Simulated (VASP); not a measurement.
Here is a VASP 6.6.1 calculation.

The input INCAR:

```
SYSTEM = Hf2Br
PREC     = Accurate       ! precision mode
ENCUT    = 520            ! plane-wave cutoff, eV
EDIFF    = 1E-6           ! SCF threshold, eV
ISMEAR   = 0              ! smearing method
SIGMA    = 0.1            ! smearing width, eV
LREAL    = .False.        ! projectors in reciprocal space
LASPH    = .True.         ! aspherical terms in the spheres
NELM     = 100            ! most SCF steps
ALGO     = Normal         ! electronic algorithm
ISIF     = 2              ! what is computed and relaxed
LWAVE    = .False.        ! write WAVECAR
LCHARG   = .False.        ! write CHGCAR
GGA      = PE             ! functional
NBANDS   = 20             ! bands
```

The input KPOINTS:

```
Automatic mesh
0
Gamma
  12 12 12
  0 0 0
```

Contents of POSCAR:

```
Hf2Br
1.0
    0.0000000000      3.2516762693      3.2516762693
    3.2516762693      0.0000000000      3.2516762693
    3.2516762693      3.2516762693      0.0000000000
Hf Br
2 1
Direct
    0.2500000000      0.2500000000      0.2500000000
    0.7500000000      0.7500000000      0.7500000000
    0.0000000000      0.0000000000      0.0000000000
```

Potentials or basis: VASP PAW PBE potentials, release 64 (Hf_pv, Br).

Run with:

```bash
$ cat potpaw_PBE.64/Hf_pv/POTCAR potpaw_PBE.64/Br/POTCAR > POTCAR
$ mpirun -np 1 vasp_std > vasp.out
```

Task: Estimate the pressure.

Result: -0.5 GPa.

Caveat: an odd number of electrons without spin polarisation forces a metal; a magnetic or distorted state may lie lower.
